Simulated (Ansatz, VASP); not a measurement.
## One calculation of Ir, two programs

File POSCAR:

```
Ir
1.0
    2.7695994713      0.0000000000      0.0000000000
   -1.3847997356      2.3985435004      0.0000000000
    0.0000000000      0.0000000000      4.4918424506
Ir
2
Direct
    0.3333333333      0.6666666667      0.2500000000
    0.6666666667      0.3333333333      0.7500000000
```

INCAR.step1

```
  PREC = Accurate
  ENCUT = 520
  ISMEAR = -1
  SIGMA = 0.05
  LREAL = False
  LASPH = True
  NELM = 60
  NBANDS = 16
  GGA = PE
  ALGO = Normal
  EDIFF = 1E-4
  LWAVE = True
  LCHARG = False
```

INCAR.step2

```
  PREC = Accurate
  ENCUT = 520
  EDIFF = 1E-7
  ISMEAR = -1
  SIGMA = 0.05
  LREAL = False
  LASPH = True
  NELM = 60
  ALGO = Normal
  ISIF = 2
  LWAVE = False
  LCHARG = False
  METAGGA = R2SCAN
  LMIXTAU = True
  NBANDS = 16
  ISTART = 1
```

Contents of KPOINTS:

```
regular mesh
0
Gamma
  11 11 6
```

input.yaml

```yaml
crystal:
  lattice:
    - [2.7695994713, 0.0, 0.0]
    - [-1.3847997356, 2.3985435004, 0.0]
    - [0.0, 0.0, 4.4918424506]
  atoms:
    - { symbol: Ir, position: [0.3333333333, 0.6666666667, 0.25] }
    - { symbol: Ir, position: [0.6666666667, 0.3333333333, 0.75] }
hamiltonian:
  xc: r2scan
  pseudopotentials: { kind: paw }
kpoints:
  mp_grid: { grid: [11, 11, 6] }
scf:
  occupations: { method: fermi_dirac, width: 0.05 }
output:
  forces: true
  stress: true
  eigenvalues: true
```

Alike in both runs: task single point; functional r2SCAN; k mesh 11 × 11 × 6; occupations fermi-dirac, width 0.05 eV; no spin polarisation.

```csv
,VASP,Ansatz
version,VASP 6.6.1,Ansatz 0.2.0
potentials or method,"VASP PAW PBE potentials, release 64 (Ir)",Ansatz PAW
plane-wave cutoff (eV),520,500
valence electrons in the cell,18,34
```

VASP gave:

```
gap on the k mesh at the Fermi level (eV)                     : none
pressure (GPa)                                                : -12.9
traceless stress, the component that is largest in VASP (GPa) : -0.37
```

**Question.** Estimate Ansatz's values.

**Answer.** gap on the k mesh at the Fermi level (eV): none; pressure (GPa): -14.8; traceless stress, the component that is largest in VASP (GPa): -0.47.

VASP's potentials were made for PBE, not for r2SCAN. A gap of «none» marks a metal or a gap that the smearing closes. VASP's potentials hold 18 valence electrons a cell and Ansatz's 34, so a difference there can come from the potentials and not from the codes.

Neither program's run includes spin-orbit coupling.
